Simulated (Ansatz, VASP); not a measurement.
# One calculation of Ti7Si, two programs

```
Ti Si
1.0
    -4.02955    4.02955    0.00000
    -4.02955    0.00000    4.02955
     0.00000    4.02955    4.02955
Ti Si
7 1
Direct
  0.00000 0.00000 0.00000
  0.50000 0.00000 0.00000
  0.00000 0.50000 0.00000
  0.00000 0.00000 0.50000
  0.50000 0.00000 0.50000
  0.00000 0.50000 0.50000
  0.50000 0.50000 0.50000
  0.50000 0.50000 0.00000
```

Alike in both runs: functional r2SCAN; k mesh 8 × 8 × 8; occupations gaussian, width 0.1 eV; no spin polarisation.

Ansatz relaxed the structure, and its values are those at the end. VASP's run is a single point on that final structure, the one shown.

|  | VASP | Ansatz |
| --- | --- | --- |
| version | VASP 6.6.1 | Ansatz 0.2.0 |
| potentials or method | VASP PAW PBE potentials, release 64 (Ti_sv, Si), cutoff 520 eV | scalar-relativistic, plane waves, PAW |
| valence electrons in the cell | 88 | 88 |

Ansatz gave:

- gap on the k mesh at the Fermi level (eV): none
- pressure (GPa): 0.0

Question: Which values does VASP return?

Answer: gap on the k mesh at the Fermi level (eV): none; pressure (GPa): 0.4.

VASP's potentials were made for PBE, not for r2SCAN. A gap of «none» marks a metal or a gap that the smearing closes.
